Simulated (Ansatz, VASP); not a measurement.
# KCl: VASP beside Ansatz

```xyz
2
Lattice="3.7608 0.0000 0.0000 0.0000 3.7608 0.0000 0.0000 0.0000 3.7608" Properties=species:S:1:pos:R:3 pbc="T T T"
K     0.0000    0.0000    0.0000
Cl    1.8804    1.8804    1.8804
```

Change from the starting cell: volume scaled by 0.94.

Alike in both runs: task single point; functional LDA; k mesh 7 × 7 × 7; occupations fermi-dirac, width 0.05 eV; no spin polarisation.

|  | VASP | Ansatz |
| --- | --- | --- |
| version | VASP 6.6.1 | Ansatz 0.2.0 |
| potentials or method | VASP PAW LDA potentials, release 64 (K_sv, Cl), cutoff 520 eV | all-electron LAPW, scalar-relativistic |

VASP gave:

```
gap on the k mesh at the Fermi level (eV) : 4.66
least direct gap on the mesh (eV)         : 4.85
pressure (GPa)                            : -2.2
```

Question: Which values does Ansatz return?

Answer: gap on the k mesh at the Fermi level (eV): 4.65; least direct gap on the mesh (eV): 4.85; pressure (GPa): -2.3.

LDA's correlation is that of Perdew and Zunger in VASP and of Perdew and Wang (1992) in Ansatz. Ansatz ran all-electron here, and VASP with PAW potentials.
